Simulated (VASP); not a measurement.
A run of VASP 6.6.1 is set up as follows.

Contents of INCAR:

```
PREC = Accurate
ENCUT = 520
EDIFF = 1E-6
ISMEAR = -1
SIGMA = 0.05
LREAL = F
LASPH = T
NELM = 60
ALGO = Normal
ISIF = 2
LWAVE = F
LCHARG = F
GGA = B5
ALDAX = 1.0
AGGAX = 1.0
AGGAC = 1.0
ALDAC = 0.0
IVDW = 12
VDW_S6 = 1.0
VDW_S8 = 2.6996
VDW_A1 = 0.4298
VDW_A2 = 4.2359
NBANDS = 17
```

File KPOINTS:

```
Automatic mesh
0
Gamma
  7 7 7
```

Contents of POSCAR:

```
SnTe
1.0
    3.8618225736      0.0000000000      0.0000000000
    0.0000000000      3.8618225736      0.0000000000
    0.0000000000      0.0000000000      3.8618225736
Te Sn
1 1
Direct
    0.5000000000      0.5000000000      0.5000000000
    0.0000000000      0.0000000000      0.0000000000
```

Potentials or basis: VASP PAW PBE potentials, release 64 (Te, Sn_d).

The run is started by

```console
$ cat potpaw_PBE.64/Te/POTCAR potpaw_PBE.64/Sn_d/POTCAR > POTCAR
$ mpirun -np 1 vasp_std > vasp.out
```

(1) What does it give for the band gap on the k mesh?

(2) What does it give for the pressure?

Answers

(1) zero (band 10 reaches 8.08 eV, above the bottom of band 11 at 7.05 eV).

(2) 0.0 GPa.

Caveat: the PAW data sets were made with another functional, which shifts forces and pressure a little; spin-orbit coupling is left out, which moves the levels of the heavy elements; pairwise dispersion overbinds metals, which lowers pressure and volume.
